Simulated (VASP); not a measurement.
# Hg (C2/m) in VASP: further runs, part 2 of 2

VASP 6.6.1. The steps go on from the part before.

## Step 3: Single point, PBE

This run uses another cell than the first one, of 27.73 Å³/atom, 0.998 times its volume.

Contents of INCAR:

```
ALGO = Normal
EDIFF = 1E-6
ENCUT = 500
GGA = PE
GGA_COMPAT = False
ISIF = 2
ISMEAR = 0
LASPH = True
LCHARG = True
LELF = True
LREAL = False
LVHAR = True
LWAVE = False
NBANDS = 12
NELM = 120
PREC = Accurate
SIGMA = 0.1
```

Contents of KPOINTS:

```
Automatic mesh
0
Gamma
  4 4 4
  0 0 0.5
```

Contents of POSCAR:

```
Hg
1.0
    2.2324859626     -2.0444934443      0.0000000000
    2.2324859626      2.0444934443      0.0000000000
   -0.3485025248      0.0000000000      3.0377728008
Hg
1
Direct
    0.5000000000      0.5000000000      0.5000000000
```

Potentials or basis: VASP PAW PBE potentials, release 64 (Hg).

Run with:

```sh
> cat potpaw_PBE.64/Hg/POTCAR > POTCAR
> mpirun -np 1 vasp_std > vasp.out
```

OUTCAR:

```text
EDIFF = 1E-6
   ENCUT = 500
   GGA = PE
   ISIF = 2
   ISMEAR = 0
   LASPH = True
   LREAL = False
   NELM = 120
   PREC = Accurate

 ion  position               nearest neighbor table
   1  0.500  0.500  0.500-

  LATTYP: Found a base centered monoclinic cell.
 ALAT       =     4.4649719252
 B/A-ratio  =     0.9157922955
 C/A-ratio  =     0.6848191074
 COS(beta)  =    -0.1139754530

  Lattice vectors:

 A1 = (   2.2324859626,  -2.0444934443,   0.0000000000)
 A2 = (   2.2324859626,   2.0444934443,   0.0000000000)
 A3 = (  -0.3485025248,   0.0000000000,   3.0377728008)

Analysis of symmetry for initial positions (statically):
=====================================================================
 Subroutine PRICEL returns:
 Original cell was already a primitive cell.

 Routine SETGRP: Setting up the symmetry group for a
 base centered monoclinic supercell.

 Subroutine GETGRP returns: Found  4 space group operations
 (whereof  4 operations were pure point group operations)
 out of a pool of  4 trial point group operations.

The static configuration has the point symmetry C_2h.

Analysis of symmetry for dynamics (positions and initial velocities):
[... 162 lines left out ...]
      1      -6.2392      2.00000
      2      -6.0576      2.00000
      3      -5.7766      2.00000
      4      -4.2620      2.00000
      5      -4.2267      2.00000
      6      -4.1353      2.00000
      7       9.0908      0.00000
      8      12.1860      0.00000
      9      12.2511      0.00000
     10      15.9917      0.00000
     11      16.9734      0.00000
     12      18.8791      0.00000
[... 271 lines left out ...]
 k-point    20 :      -0.2500   -0.2500    0.3750
  band No.  band energies     occupation
      1      -5.2550      2.00000
      2      -5.0708      2.00000
      3      -4.9258      2.00000
      4      -4.9082      2.00000
      5      -4.5325      2.00000
      6      -1.7739      2.00000
      7       5.4570      0.00000
      8      10.2688      0.00000
      9      10.8181      0.00000
     10      13.6859      0.00000
     11      14.9557      0.00000
     12      18.5120      0.00000

------------------------ aborting loop because EDIFF is reached ----------------------------------------

  FORCE on cell =-STRESS in cart. coord.  units (eV):
  Direction    XX          YY          ZZ          XY          YZ          ZX
  --------------------------------------------------------------------------------------
  -------------------------------------------------------------------------------------
  Total        1.3786203      1.0577617     -0.5310107      0.0000000      0.0000000     -0.0319179
  in kB       79.6517827     61.1137130    -30.6799101      0.0000000      0.0000000     -1.8441026
  external PRESSURE =      36.6951952 kB  Pullay stress =       0.0000000 kB

 VOLUME and BASIS-vectors are now :
 -----------------------------------------------------------------------------
  energy-cutoff  :      500.00
  volume of cell :       27.73
      direct lattice vectors                 reciprocal lattice vectors
     2.232485963 -2.044493444  0.000000000     0.223965574 -0.244559356  0.025694011
     2.232485963  2.044493444  0.000000000     0.223965574  0.244559356  0.025694011
    -0.348502525  0.000000000  3.037772801     0.000000000  0.000000000  0.329188542

 POSITION                                       TOTAL-FORCE (eV/Angst)
 -----------------------------------------------------------------------------------
      2.05823      0.00000      1.51889         0.000000     -0.000000      0.000000
 -----------------------------------------------------------------------------------
    total drift:                               -0.000000     -0.000000     -0.000000

  FREE ENERGIE OF THE ION-ELECTRON SYSTEM (eV)
  ---------------------------------------------------
  free  energy   TOTEN  =        -0.0815175530 eV

  energy  without entropy=       -0.0799751674  energy(sigma->0) =       -0.08074636
```

Run time: 6.9 s. Hardware: 1 thread of Intel Xeon Platinum 8175M at 2.50GHz (Skylake/Cascade Lake), shared host; peak memory 0.14 GiB.

Results:

```yaml
Free_energy: -0.0815 eV
Pressure: 3.7 GPa
Band_gap_on_the_k_mesh: zero (band 6 reaches 3.78 eV, above the bottom of band 7 at 0.58 eV)
```

Caveat: the k points lie up to 0.52 Å⁻¹ apart; spin-orbit coupling is left out, which moves the levels of the heavy elements.

## Step 4: Single point, PBE

Contents of INCAR:

```
PREC = Accurate ; ENCUT = 500
EDIFF = 1E-6 ; ISMEAR = 0
SIGMA = 0.1 ; LREAL = False
LASPH = True ; NELM = 120
ALGO = Normal ; ISIF = 2
LWAVE = False ; LCHARG = False
GGA = PE ; NBANDS = 12
GGA_COMPAT = False
```

Contents of KPOINTS:

```
Automatic mesh
0
Gamma
  4 4 4
```

Contents of POSCAR:

```
Hg
1.0
    2.2339762741     -2.0458582601      0.0000000000
    2.2339762741      2.0458582601      0.0000000000
   -0.3487351701      0.0000000000      3.0398006871
Hg
1
Direct
    0.5000000000      0.5000000000      0.5000000000
```

Run with:

```sh
> cat potpaw_PBE.64/Hg/POTCAR > POTCAR
> mpirun -np 1 vasp_std > vasp.out
```

Wall time 8.6 s (1 thread of Intel Xeon Platinum 8175M at 2.50GHz (Skylake/Cascade Lake), shared host); peak memory 0.14 GiB.

It converged, with:

* Free energy: -0.0117 eV
* Pressure: 1.0 GPa
* Band gap on the k mesh: zero (band 6 reaches 4.98 eV, above the bottom of band 7 at 0.10 eV)

Stress tensor (GPa, compression positive):
```
1.03 0.00 0.57
0.00 1.16 0.00
0.57 0.00 0.85
```

Levels at points of the mesh, in eV from the Fermi level:
| k point | band 4 | band 5 | band 6 | band 7 | band 8 | band 9 |
| --- | --- | --- | --- | --- | --- | --- |
| (0.00, 0.00, 0.00) | -5.84 | -5.83 | -5.80 | 9.87 | 10.19 | 10.28 |
| (0.50, 0.00, 0.00) | -6.33 | -5.78 | -2.65 | -1.45 | 12.79 | 13.07 |
| (0.50, 0.50, 0.00) | -6.29 | -5.23 | 0.67 | 1.12 | 2.38 | 7.57 |
| (0.00, 0.00, 0.50) | -6.30 | -5.77 | -2.80 | -1.48 | 13.04 | 13.04 |
| (0.50, 0.00, 0.50) | -6.25 | -5.26 | 0.53 | 1.09 | 2.27 | 7.48 |
| (0.50, 0.50, 0.50) | -5.24 | -5.21 | 3.41 | 4.07 | 5.55 | 5.55 |

Caveat: the k points lie up to 0.52 Å⁻¹ apart; spin-orbit coupling is left out, which moves the levels of the heavy elements.

## Step 5: Single point, PBE, collinear spin, ferromagnetic start

Contents of INCAR:

```
PREC = Accurate
ENCUT = 500
EDIFF = 1E-6
ISMEAR = 0
SIGMA = 0.1
LREAL = F
LASPH = T
NELM = 200
ALGO = Normal
ISIF = 2
LWAVE = F
LCHARG = T
ISPIN = 2
MAGMOM = 0.52
LORBIT = 11
NUPDOWN = 1.0
GGA = PE
LELF = T
LVHAR = T
NBANDS = 16
GGA_COMPAT = F
```

Contents of KPOINTS:

```
regular mesh
0
Gamma
  2 2 2
```

POSCAR is that of step 4.

Run with:

```sh
> cat potpaw_PBE.64/Hg/POTCAR > POTCAR
> mpirun -np 1 vasp_std > vasp.out
```

Run time: 12 s. Hardware: 1 thread of Intel Xeon Platinum 8175M at 2.50GHz (Skylake/Cascade Lake), shared host; peak memory 0.14 GiB.

The run converged. Its results:

```
Free energy                                           : 2.1430 eV
Pressure                                              : 21.2 GPa
Net moment                                            : 1.00 μB per cell
Site moments                                          : Hg +0.49 μB
Valence electrons inside the program's atomic spheres : Hg 10.51
```

Stress tensor (GPa, compression positive):
```
24.78  0.00 -5.44
 0.00 18.73  0.00
-5.44  0.00 20.24
```

Caveat: the k points lie up to 1.04 Å⁻¹ apart; spin-orbit coupling is left out, which moves the levels of the heavy elements; the total moment is fixed, so each spin has its own Fermi level.

## Step 6: Overview

| spin | fixed moment (μB) | cell | k mesh | smearing | gap on the mesh (eV) | pressure (GPa) |
| --- | --- | --- | --- | --- | --- | --- |
| off | - | a = 3.029, b = 3.029, c = 3.060 Å, angles 94.8, 94.8, 85.0°, 1 atom | 4 × 4 × 4 | tetrahedron | none | 7.8 |
| off | - | a = 3.027, b = 3.027, c = 3.058 Å, angles 94.8, 94.8, 85.0°, 1 atom | 4 × 4 × 4, shifted | gaussian 0.1 eV | none | 3.7 |
| off | - | a = 3.029, b = 3.029, c = 3.060 Å, angles 94.8, 94.8, 85.0°, 1 atom | 4 × 4 × 4 | gaussian 0.1 eV | none | 1.0 |
| collinear, ferromagnetic start | 1.0 | a = 3.029, b = 3.029, c = 3.060 Å, angles 94.8, 94.8, 85.0°, 1 atom | 2 × 2 × 2 | gaussian 0.1 eV | - | 21.2 |

Alike in all rows: task single point; level PBE; potentials or basis VASP PAW PBE potentials, release 64 (Hg); cutoff (eV) 500.

Caveats: all runs use coarse meshes; spin-orbit coupling is left out, which moves the levels of the heavy elements; the total moment is fixed, so each spin has its own Fermi level (some runs).

Total energies depend on the potentials used, so only differences within one code and one set of settings carry meaning.
